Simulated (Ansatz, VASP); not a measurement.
**H in VASP and in Ansatz**

```
H
1.0
     1.57926   -2.65908    0.00000
     1.57926    2.65908    0.00000
     0.00000    0.00000    6.14033
H
4
Direct
  0.59597 0.40403 0.03073
  0.40403 0.59597 0.96927
  0.40403 0.59597 0.53073
  0.59597 0.40403 0.46927
```

Alike in both runs: task single point; functional r2SCAN; k mesh 8 × 8 × 4; occupations gaussian, width 0.02 eV; no spin polarisation.

```csv
,VASP,Ansatz
version,VASP 6.6.1,Ansatz 0.2.0
potentials or method,"VASP PAW PBE potentials, release 64 (H), cutoff 550 eV","scalar-relativistic, plane waves, PAW"
valence electrons in the cell,4,4
```

Ansatz gave:

```
gap on the k mesh at the Fermi level (eV)                     : 4.34
least direct gap on the mesh (eV)                             : 4.34
pressure (GPa)                                                : -10.4
traceless stress, the component that is largest in VASP (GPa) : -17.77
rms of the force components (eV/Å)                            : 2.727
```

Problem. What did VASP give for the same quantities?

Solution. gap on the k mesh at the Fermi level (eV): 4.34; least direct gap on the mesh (eV): 4.34; pressure (GPa): -10.5; traceless stress, the component that is largest in VASP (GPa): -17.75; rms of the force components (eV/Å): 2.726.

VASP's potentials were made for PBE, not for r2SCAN. Atom by atom the forces differ by 0.002 eV/Å (rms over components).
